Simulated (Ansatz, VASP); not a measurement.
One calculation of ZrB, two programs

File INCAR:

```
PREC     = Accurate       # precision mode
ENCUT    = 500            # plane-wave cutoff, eV
EDIFF    = 1E-6           # SCF threshold, eV
ISMEAR   = 0              # smearing method
SIGMA    = 0.05           # smearing width, eV
LREAL    = False          # projectors in reciprocal space
LASPH    = True           # aspherical terms in the spheres
NELM     = 120            # most SCF steps
ALGO     = Normal         # electronic algorithm
ISIF     = 2              # what is computed and relaxed
LWAVE    = False          # write WAVECAR
LCHARG   = False          # write CHGCAR
GGA      = PE             # functional
NBANDS   = 14             # bands
GGA_COMPAT= False
```

KPOINTS

```
Automatic mesh
0
Gamma
  12 12 12
```

The input POSCAR:

```
ZrB
1.0
    0.0000000000      2.4543887794      2.4543887794
    2.4543887794      0.0000000000      2.4543887794
    2.4543887794      2.4543887794      0.0000000000
Zr B
1 1
Direct
    0.5000000000      0.5000000000      0.5000000000
    0.0000000000      0.0000000000      0.0000000000
```

Input for Ansatz:

```yaml
crystal:
  lattice:
    - [0.0, 2.4543887794, 2.4543887794]
    - [2.4543887794, 0.0, 2.4543887794]
    - [2.4543887794, 2.4543887794, 0.0]
  atoms:
    - { symbol: Zr, position: [0.5, 0.5, 0.5] }
    - { symbol: B, position: [0.0, 0.0, 0.0] }
basis:
  ecutwfc: 420
  ecutrho_ratio: 4
kpoints:
  mp_grid: { grid: [12, 12, 12] }
hamiltonian:
  xc: pbe
scf:
  occupations: { method: gaussian, width: 0.05 }
output:
  forces: true
  stress: true
  eigenvalues: true
```

Alike in both runs: task single point; functional PBE; k mesh 12 × 12 × 12; occupations gaussian, width 0.05 eV; no spin polarisation.

|  | VASP | Ansatz |
| --- | --- | --- |
| version | VASP 6.6.1 | Ansatz 0.2.0 |
| potentials or method | VASP PAW PBE potentials, release 64 (Zr_sv, B), cutoff 500 eV | scalar-relativistic, plane waves, PAW |
| valence electrons in the cell | 15 | 15 |

```csv
,VASP,Ansatz,Ansatz less VASP
gap on the k mesh at the Fermi level (eV),none,none,-
pressure (GPa),-0.3,-0.4,-0.13
```

A gap of «none» marks a metal or a gap that the smearing closes. With one functional, cell and mesh, what is left measures potentials, basis and numerics.
